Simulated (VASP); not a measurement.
K2BaH3:

```xyz
6
Lattice="4.7736 0.0000 0.0000 -2.3868 4.1340 0.0000 0.0000 0.0000 7.6595" Properties=species:S:1:pos:R:3 pbc="T T T"
K     0.0000    2.7560    1.9589
K     2.3868    1.3780    5.7006
Ba    0.0000    0.0000    0.0000
H     0.0000    2.7560    4.9481
H     2.3868    1.3780    2.7115
H     0.0000    0.0000    3.8298
```

The cell was generated, and may not be a known phase.

- Program: VASP 6.6.1
- Task: relaxation of cell and atoms
- Functional: PBE
- Potentials or basis: VASP PAW PBE potentials, release 64 (K_sv, Ba_sv, H)
- Cutoff: 600 eV
- k mesh: 6 × 6 × 2
- Occupations: gaussian, width 0.1 eV
- Spin: no spin polarisation

At the start: pressure -0.5 GPa; volume 25.19 Å³/atom.

Problem. How do energy, volume and symmetry change on relaxing?

Solution. Over 30 steps the energy falls by 759.0 meV/atom and the volume is 23.79 Å³/atom (-5.5 %); space group P-3m1 (No. 164, to 0.1 Å) before and after.

Step by step:
```csv
step,energy change (eV),largest force (eV/Å),pressure (GPa),volume (Å³)
1,0.0000,2.2087,-0.52,151.15
2,-0.6259,2.0175,-0.71,149.32
3,-2.0810,1.1342,-0.63,143.23
4,-0.7169,4.3909,6.80,128.18
5,-2.2924,1.1329,-0.01,139.53
6,-2.2804,1.9531,2.11,134.11
7,-2.4103,1.4223,0.82,136.87
8,-2.9112,0.9028,-0.28,140.57
9,-3.5036,0.3742,-1.56,148.67
10,-3.1299,0.7006,-1.45,164.43
11,-3.5939,0.2701,-1.86,154.65
12,-3.6144,0.1634,-1.82,152.74
13,-3.7613,0.3910,0.36,132.70
14,-3.7626,0.3663,0.13,134.24
15,-3.8288,0.3101,0.28,133.04
16,-3.9991,0.0406,1.13,128.87
17,-3.7620,1.1498,4.71,118.36
18,-4.0262,0.3179,1.90,126.25
19,-4.0491,0.3485,1.87,126.83
20,-4.1131,0.4455,1.82,128.50
21,-4.2041,0.6601,1.69,131.41
22,-4.1061,1.1466,1.53,135.64
23,-4.2019,0.8721,1.62,133.28
24,-4.3045,0.7813,0.98,137.48
25,-4.4236,0.5364,-0.58,149.97
26,-4.4245,0.5581,-0.45,148.67
27,-4.4648,0.4760,-0.29,146.95
28,-4.5365,0.2168,0.27,141.89
29,-4.5433,0.0953,0.58,139.69
30,-4.5537,0.0336,0.18,142.77
```

Final structure:
```
K Ba H
1.0
     4.03175    0.00000    0.00000
    -2.01588    3.49160    0.00000
     0.00000    0.00000   10.14165
K Ba H
2 1 3
Direct
  0.33333 0.66667 0.33799
  0.66667 0.33333 0.66201
  0.00000 0.00000 0.00000
  0.33333 0.66667 0.83942
  0.66667 0.33333 0.16058
  0.00000 0.00000 0.50000
```

Caveat: the k points lie up to 0.31 Å⁻¹ apart in the final cell, too coarse for converged energies and pressures of a metal; a cell axis changed by over 15 % at a fixed basis, so the end point is rough.
